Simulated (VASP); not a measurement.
# Lu2Si3P (P6/mmm) in VASP: further runs

The runs below take Lu2Si3P through single point, with PBE.

Everything below comes from runs of VASP 6.6.1. Logs are shortened: lines on timing, memory, paths and dates and some standing lists are left out, and cuts for length are marked.

## Step 1: The cell of the first run

It takes space group P6/mmm (No. 191, hexagonal). The conventional cell has a = 5.796 Å, b = 5.796 Å, c = 3.817 Å, α = 90.00°, β = 90.00°, γ = 120.00°. Lu (site symmetry -6m2) has 6 Si at 2.54 Å and 3 Lu at 3.35 Å and 3 P at 3.35 Å within 3.4 Å. Within 3.3 Å of Si (site symmetry mmm) lie 4 Lu at 2.54 Å and 4 Si at 2.90 Å. P (site symmetry 6/mmm) has 6 Lu at 3.35 Å and 12 Si at 3.47 Å and 2 P at 3.82 Å within 4.4 Å.

The cell was generated, and may not be a known phase.

## Step 2: Single point, PBE

INCAR reads:

```
SYSTEM = Lu2Si3P
ALGO = Normal ; EDIFF = 1E-7
ENCUT = 520 ; GGA = PE
ISIF = 2 ; ISMEAR = 0
LASPH = .TRUE. ; LCHARG = .TRUE.
LELF = .TRUE. ; LREAL = .FALSE.
LVHAR = .TRUE. ; LWAVE = .FALSE.
NBANDS = 42 ; NELM = 80
PREC = Accurate ; SIGMA = 0.1
```

KPOINTS reads:

```
k-points
0
G
  3 3 4
  0 0 0
```

POSCAR reads:

```
Lu2Si3P
1.0
    5.7958794300      0.0000000000      0.0000000000
   -2.8979397100      5.0193788200      0.0000000000
    0.0000000000      0.0000000000      3.8170810600
Lu Si P
2 3 1
Direct
    0.6666666700      0.3333333300      0.0000000000
    0.3333333300      0.6666666700      0.0000000000
    0.0000000000      0.5000000000      0.5000000000
    0.5000000000      0.5000000000      0.5000000000
    0.5000000000      0.0000000000      0.5000000000
    0.0000000000      0.0000000000      0.0000000000
```

Potentials or basis: VASP PAW PBE potentials, release 64 (Lu, Si, P).

Command:

```sh
$ cat potpaw_PBE.64/Lu/POTCAR potpaw_PBE.64/Si/POTCAR potpaw_PBE.64/P/POTCAR > POTCAR
$ mpirun -np 1 vasp_std > vasp.out
```

OUTCAR:

```text
SYSTEM = Lu2Si3P
   EDIFF = 1E-7
   ENCUT = 520
   GGA = PE
   ISIF = 2
   ISMEAR = 0
   LASPH = .TRUE.
   LREAL = .FALSE.
   NELM = 80
   PREC = Accurate

 ion  position               nearest neighbor table
   1  0.667  0.333  0.000-   5 2.54   5 2.54   3 2.54   3 2.54   4 2.54   4 2.54   2 3.35   6 3.35
                             2 3.35   6 3.35   6 3.35   2 3.35
   2  0.333  0.667  0.000-   5 2.54   5 2.54   3 2.54   3 2.54   4 2.54   4 2.54   1 3.35   6 3.35
                             1 3.35   6 3.35   6 3.35   1 3.35
   3  0.000  0.500  0.500-   1 2.54   2 2.54   1 2.54   2 2.54   5 2.90   5 2.90   4 2.90   4 2.90

   4  0.500  0.500  0.500-   1 2.54   2 2.54   1 2.54   2 2.54   5 2.90   5 2.90   3 2.90   3 2.90

   5  0.500  0.000  0.500-   1 2.54   2 2.54   1 2.54   2 2.54   4 2.90   4 2.90   3 2.90   3 2.90

   6  0.000  0.000  0.000-   1 3.35   2 3.35   2 3.35   1 3.35   1 3.35   2 3.35

  LATTYP: Found a hexagonal cell.
 ALAT       =     5.7958794300
 C/A-ratio  =     0.6585853115

  Lattice vectors:

 A1 = (   5.7958794300,   0.0000000000,   0.0000000000)
 A2 = (  -2.8979397100,   5.0193788200,   0.0000000000)
 A3 = (   0.0000000000,   0.0000000000,   3.8170810600)

Analysis of symmetry for initial positions (statically):
=====================================================================
 Subroutine PRICEL returns:
 Original cell was already a primitive cell.

 Routine SETGRP: Setting up the symmetry group for a
 hexagonal supercell.

 Subroutine GETGRP returns: Found 24 space group operations
 (whereof 24 operations were pure point group operations)
 out of a pool of 24 trial point group operations.

The static configuration has the point symmetry D_6h.

Analysis of symmetry for dynamics (positions and initial velocities):
=====================================================================
 Subroutine PRICEL returns:
 Original cell was already a primitive cell.

 Routine SETGRP: Setting up the symmetry group for a
 hexagonal supercell.

 Subroutine GETGRP returns: Found 24 space group operations
 (whereof 24 operations were pure point group operations)
 out of a pool of 24 trial point group operations.

The dynamic configuration has the point symmetry D_6h.

 Subroutine INISYM returns: Found 24 space group operations
 (whereof 24 operations are pure point group operations),
 and found     1 'primitive' translations

----------------------------------------------------------------------------------------

                                     Primitive cell

  volume of cell :     111.0454

  direct lattice vectors                    reciprocal lattice vectors
     5.795879430  0.000000000  0.000000000     0.172536370  0.099613920  0.000000000
    -2.897939710  5.019378820  0.000000000     0.000000000  0.199227840  0.000000000
     0.000000000  0.000000000  3.817081060     0.000000000  0.000000000  0.261980289

  length of vectors
     5.795879430  5.795879424  3.817081060     0.199227840  0.199227840  0.261980289

  position of ions in fractional coordinates (direct lattice)
     0.666666670  0.333333330  0.000000000
     0.333333330  0.666666670  0.000000000
     0.000000000  0.500000000  0.500000000
     0.500000000  0.500000000  0.500000000
     0.500000000  0.000000000  0.500000000
     0.000000000  0.000000000  0.000000000

  ion indices of the primitive-cell ions
   primitive index   ion index
                 1           1
                 2           2
                 3           3
                 4           4
                 5           5
                 6           6

----------------------------------------------------------------------------------------

 KPOINTS: k-points

Automatic generation of k-mesh.
 Grid dimensions read from file:
 generate k-points for:    3    3    4

 Generating k-lattice:

  Cartesian coordinates                     Fractional coordinates (reciprocal lattice)
     0.057512123  0.033204640  0.000000000     0.333333333  0.000000000  0.000000000
     0.000000000  0.066409280  0.000000000     0.000000000  0.333333333  0.000000000
     0.000000000  0.000000000  0.065495072     0.000000000  0.000000000  0.250000000

  Length of vectors
     0.066409280  0.066409280  0.065495072

  Shift w.r.t. Gamma in fractional coordinates (k-lattice)
     0.000000000  0.000000000  0.000000000

 Subroutine IBZKPT returns following result:
 ===========================================

 Found      9 irreducible k-points:

 Following reciprocal coordinates:
            Coordinates               Weight
  0.000000  0.000000  0.000000      1.000000
  0.333333 -0.000000  0.000000      6.000000
  0.333333  0.333333  0.000000      2.000000
  0.000000  0.000000  0.250000      2.000000
  0.333333 -0.000000  0.250000     12.000000
  0.333333  0.333333  0.250000      4.000000
  0.000000  0.000000  0.500000      1.000000
  0.333333 -0.000000  0.500000      6.000000
  0.333333  0.333333  0.500000      2.000000
   k-points           NKPTS =      9   k-points in BZ     NKDIM =      9   number of bands    NBANDS=     42
   number of dos      NEDOS =    301   number of ions     NIONS =      6
   total plane-waves  NPLWV =  64512
   dimension x,y,z NGX =    48 NGY =   48 NGZ =   28
   dimension x,y,z NGXF=    96 NGYF=   96 NGZF=   56
   ions per type =               2   3   1
   NGX,Y,Z   is equivalent  to a cutoff of  13.77, 13.77, 12.19 a.u.
   NGXF,Y,Z  is equivalent  to a cutoff of  27.54, 27.54, 24.39 a.u.
 SYSTEM =  Lu2Si3P
   PREC   = accura    normal or accurate (medium, high low for compatibility)
   ISTART =      0    job   : 0-new  1-cont  2-samecut
   ICHARG =      2    charge: 1-file 2-atom 10-const
   ISPIN  =      1    spin polarized calculation?
   LNONCOLLINEAR =      F non collinear calculations
   LSORBIT =      F    spin-orbit coupling
   LASPH  =      T    aspherical Exc in radial PAW
   ENCUT  =  520.0 eV  38.22 Ry    6.18 a.u.  10.78 10.78  7.10*2*pi/ulx,y,z
   NELM   =     80;   NELMIN=  2; NELMDL= -5     # of ELM steps
   EDIFF  = 0.1E-06   stopping-criterion for ELM
   LREAL  =      F    real-space projection
   EDIFFG = 0.1E-05   stopping-criterion for IOM
   NSW    =      0    number of steps for IOM
   IBRION =     -1    ionic relax: 0-MD 1-quasi-New 2-CG
   NFREE  =      0    steps in history (QN), initial steepest desc. (CG)
   ISIF   =      2    stress and relaxation
   ISYM   =      2    0-nonsym 1-usesym 2-fastsym
   POTIM  = 0.5000    time-step for ionic-motion
   TEBEG  =    0.0;   TEEND  =   0.0 temperature during run
   PSTRESS=    0.0 pullay stress
   NELECT =      67.0000    total number of electrons
   NUPDOWN=      -1.0000    fix difference up-down
   EMIN   =  10.00;   EMAX   =-10.00  energy-range for DOS
   EFERMI =   0.00;   METHOD = LEGACY
   ISMEAR =     0;   SIGMA  =   0.10  broadening in eV -4-tet -1-fermi 0-gaus
   EFERMI_NEDOS =   21; number of points for ismear=-14 and -15
   IALGO  =     38    algorithm
   IMIX   =      4    mixing-type and parameters
     AMIX     =   0.40;   BMIX     =  1.00
     AMIX_MAG =   1.60;   BMIX_MAG =  1.00
  volume/ion in A,a.u.               =      18.51       124.90
  Fermi-wavevector in a.u.,A,eV,Ry     =   1.383353  2.614157 26.036982  1.913664
  Thomas-Fermi vector in A             =   2.507958
   LORBIT       =      0    0 simple, 1 ext, 2 COOP (PROOUT), +10 PAW based schemes
   GGA     = PE    functional components
   LHFCALC =     F    Hartree Fock is set to
   AEXX    =    0.0000 exact exchange contribution
   IVDW    =     0    specifies the selected vdW correction
   LEPSILON=     F    determine dielectric tensor
   LRPA    =     F    only Hartree local field effects (RPA)
 non-spin polarized calculation
 Gauss-broadening in eV      SIGMA  =   0.10
  energy-cutoff  :      520.00
  volume of cell :      111.05
 maximum number of plane-waves:      3026
 NGX is ok and might be reduce to    48
   NGX = 21   NGY = 21   NGZ = 15

 number of electron      67.0000023 magnetization

 Free energy of the ion-electron system (eV)
  ---------------------------------------------------
  ext. energy  EPLUGINS =         0.00000000
  ---------------------------------------------------
  free energy    TOTEN  =       -27.68829602 eV

  energy without entropy =      -27.64045889  energy(sigma->0) =      -27.66437745

 E-fermi :   5.0794     XC(G=0): -11.0390

 val. band max:        5.0537204501   @ k =   0.3333  -0.0000   0.2500
 cond. band min:       5.1086926889   @ k =   0.3333   0.3333   0.2500
 fundamental gap:      0.0549722388
 Fermi energy:         5.0794371032

 k-point     1 :       0.0000    0.0000    0.0000
  band No.  band energies     occupation
      1     -49.4291      2.00000
      2     -49.4030      2.00000
      3     -20.4504      2.00000
      4     -20.3653      2.00000
      5     -20.3597      2.00000
      6     -20.3596      2.00000
[... 34 lines left out ...]
     41       9.7231      0.00000
     42      10.3318      0.00000

 k-point     2 :       0.3333   -0.0000    0.0000
  band No.  band energies     occupation
      1     -49.4236      2.00000
      2     -49.4085      2.00000
      3     -20.4325      2.00000
      4     -20.3834      2.00000
      5     -20.3770      2.00000
      6     -20.3086      2.00000
[... 34 lines left out ...]
     41       9.6806      0.00000
     42       9.8356      0.00000

 k-point     3 :       0.3333    0.3333    0.0000
  band No.  band energies     occupation
      1     -49.4161      2.00000
      2     -49.4161      2.00000
      3     -20.4080      2.00000
      4     -20.4080      2.00000
      5     -20.3948      2.00000
      6     -20.2090      2.00000
[... 34 lines left out ...]
     41      10.9207      0.00000
     42      11.1052      0.00000

 k-point     4 :       0.0000    0.0000    0.2500
  band No.  band energies     occupation
      1     -49.4271      2.00000
      2     -49.4014      2.00000
      3     -20.5644      2.00000
      4     -20.4527      2.00000
      5     -20.3435      2.00000
      6     -20.3435      2.00000
[... 34 lines left out ...]
     41      10.6470      0.00000
     42      11.1708      0.00000

 k-point     5 :       0.3333   -0.0000    0.2500
  band No.  band energies     occupation
      1     -49.4216      2.00000
      2     -49.4068      2.00000
      3     -20.5410      2.00000
      4     -20.4767      2.00000
      5     -20.3605      2.00000
      6     -20.2935      2.00000
[... 34 lines left out ...]
     41      10.5323      0.00000
     42      10.6909      0.00000

 k-point     6 :       0.3333    0.3333    0.2500
  band No.  band energies     occupation
      1     -49.4142      2.00000
      2     -49.4142      2.00000
      3     -20.5089      2.00000
      4     -20.5089      2.00000
      5     -20.3778      2.00000
      6     -20.1964      2.00000
[... 34 lines left out ...]
     41      10.1743      0.00000
     42      10.8046      0.00000

 k-point     7 :       0.0000    0.0000    0.5000
  band No.  band energies     occupation
      1     -49.4250      2.00000
      2     -49.3997      2.00000
      3     -20.6746      2.00000
      4     -20.5381      2.00000
      5     -20.3272      2.00000
      6     -20.3272      2.00000
[... 34 lines left out ...]
     41      10.6806      0.00000
     42      10.9988      0.00000

 k-point     8 :       0.3333   -0.0000    0.5000
  band No.  band energies     occupation
      1     -49.4197      2.00000
      2     -49.4051      2.00000
      3     -20.6458      2.00000
      4     -20.5670      2.00000
      5     -20.3438      2.00000
      6     -20.2788      2.00000
[... 34 lines left out ...]
     41       9.4371      0.00000
     42      10.1335      0.00000

 k-point     9 :       0.3333    0.3333    0.5000
  band No.  band energies     occupation
      1     -49.4124      2.00000
      2     -49.4124      2.00000
      3     -20.6065      2.00000
      4     -20.6065      2.00000
      5     -20.3607      2.00000
      6     -20.1843      2.00000
[... 34 lines left out ...]
     41       8.8447      0.00000
     42      10.9384      0.00000

------------------------ aborting loop because EDIFF is reached ----------------------------------------

  FORCE on cell =-STRESS in cart. coord.  units (eV):
  Direction    XX          YY          ZZ          XY          YZ          ZX
  --------------------------------------------------------------------------------------
  -------------------------------------------------------------------------------------
  Total        5.0766484      5.0766484     29.3922544      0.0000000      0.0000000      0.0000000
  in kB       73.2465157     73.2465156    424.0751081      0.0000001      0.0000000      0.0000000
  external PRESSURE =     190.1893798 kB  Pullay stress =       0.0000000 kB

 VOLUME and BASIS-vectors are now :
 -----------------------------------------------------------------------------
  energy-cutoff  :      520.00
  volume of cell :      111.05
      direct lattice vectors                 reciprocal lattice vectors
     5.795879430  0.000000000  0.000000000     0.172536370  0.099613920  0.000000000
    -2.897939710  5.019378820  0.000000000     0.000000000  0.199227840  0.000000000
     0.000000000  0.000000000  3.817081060     0.000000000  0.000000000  0.261980289

 POSITION                                       TOTAL-FORCE (eV/Angst)
 -----------------------------------------------------------------------------------
      2.89794      1.67313      0.00000        -0.000000      0.000000      0.000000
     -0.00000      3.34625      0.00000         0.000000      0.000000      0.000000
     -1.44897      2.50969      1.90854         0.000000      0.000000      0.000000
      1.44897      2.50969      1.90854         0.000000      0.000000      0.000000
      2.89794      0.00000      1.90854         0.000000      0.000000      0.000000
      0.00000      0.00000      0.00000         0.000000      0.000000      0.000000
 -----------------------------------------------------------------------------------
    total drift:                               -0.000000      0.000000     -0.000000

  FREE ENERGIE OF THE ION-ELECTRON SYSTEM (eV)
  ---------------------------------------------------
  free  energy   TOTEN  =       -27.6882960202 eV

  energy  without entropy=      -27.6404588859  energy(sigma->0) =      -27.66437745
```

Wall time 86 s (1 thread of Intel Xeon Platinum 8259CL at 2.50GHz (Skylake/Cascade Lake), shared host); peak memory 0.26 GiB.

What came out:

```yaml
Free_energy: -27.6883 eV
Pressure: 19.0 GPa
Band_gap_on_the_k_mesh: zero (an odd number of electrons rules out a gap without spin polarisation)
```

Caveat: the k points lie up to 0.42 Å⁻¹ apart, too coarse for converged energies and pressures of a metal; spin-orbit coupling is left out, which moves the levels of the heavy elements.

[end of part 1 of 2]

The gap in the log of VASP goes by the Fermi energy; the results here count the filled bands.